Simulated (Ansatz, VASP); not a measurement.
One calculation of Al, two programs

The input POSCAR:

```
Al
1.0
   -1.5943685756      1.5943685756     -1.5943685756
   -1.5943685756     -1.5943685756      1.5943685756
    0.0000000000      7.0845810835      7.0845810835
Al
4
Direct
    0.0000000000      0.0000000000      0.7876668992
    0.5000000000      0.5000000000      0.1125238427
    0.0000000000      0.0000000000      0.3375715282
    0.5000000000      0.5000000000      0.5626192137
```

INCAR.step1

```
SYSTEM = Al
PREC     = Accurate       ! precision mode
ENCUT    = 520            ! plane-wave cutoff, eV
ISMEAR   = 0              ! smearing method
SIGMA    = 0.15           ! smearing width, eV
LREAL    = .False.        ! projectors in reciprocal space
LASPH    = .True.         ! aspherical terms in the spheres
NELM     = 100            ! most SCF steps
NBANDS   = 14             ! bands
GGA      = PE             ! functional
ALGO     = Normal         ! electronic algorithm
EDIFF    = 1E-4           ! SCF threshold, eV
LWAVE    = .True.         ! write WAVECAR
LCHARG   = .False.        ! write CHGCAR
```

File INCAR.step2:

```
SYSTEM = Al
PREC     = Accurate       ! precision mode
ENCUT    = 520            ! plane-wave cutoff, eV
EDIFF    = 1E-6           ! SCF threshold, eV
ISMEAR   = 0              ! smearing method
SIGMA    = 0.15           ! smearing width, eV
LREAL    = .False.        ! projectors in reciprocal space
LASPH    = .True.         ! aspherical terms in the spheres
NELM     = 100            ! most SCF steps
ALGO     = Normal         ! electronic algorithm
ISIF     = 2              ! what is computed and relaxed
LWAVE    = .False.        ! write WAVECAR
LCHARG   = .False.        ! write CHGCAR
METAGGA  = R2SCAN         ! meta-GGA
LMIXTAU  = .True.       
NBANDS   = 14             ! bands
ISTART   = 1
```

KPOINTS

```
Automatic mesh
0
Gamma
  22 22 7
  0 0 0
```

Input for Ansatz:

```yaml
crystal:
  lattice:
    - [-1.5943685756, 1.5943685756, -1.5943685756]
    - [-1.5943685756, -1.5943685756, 1.5943685756]
    - [0.0, 7.0845810835, 7.0845810835]
  atoms:
    - { symbol: Al, position: [0.0, 0.0, 0.7876668992] }
    - { symbol: Al, position: [0.5, 0.5, 0.1125238427] }
    - { symbol: Al, position: [0.0, 0.0, 0.3375715282] }
    - { symbol: Al, position: [0.5, 0.5, 0.5626192137] }
basis:
  ecutwfc: 500
kpoints:
  mp_grid: { grid: [22, 22, 7] }
hamiltonian:
  xc: r2scan
scf:
  occupations: { method: gaussian, width: 0.15 }
output:
  forces: true
  stress: true
  eigenvalues: true
```

Alike in both runs: task single point; functional r2SCAN; k mesh 22 × 22 × 7; occupations gaussian, width 0.15 eV; no spin polarisation.

```csv
,VASP,Ansatz
version,VASP 6.6.1,Ansatz 0.2.0
potentials or method,"VASP PAW PBE potentials, release 64 (Al), cutoff 520 eV","scalar-relativistic, plane waves, PAW"
valence electrons in the cell,12,12
```

Ansatz gave:

* gap on the k mesh at the Fermi level (eV): none
* pressure (GPa): -2.2
* traceless stress, the component that is largest in VASP (GPa): -0.90
* rms of the force components (eV/Å): 0.168

Task: Estimate VASP's values.

Result: gap on the k mesh at the Fermi level (eV): none; pressure (GPa): -2.5; traceless stress, the component that is largest in VASP (GPa): -0.90; rms of the force components (eV/Å): 0.165.

VASP's potentials were made for PBE, not for r2SCAN. Atom by atom the forces differ by 0.004 eV/Å (rms over components). A gap of «none» marks a metal or a gap that the smearing closes.
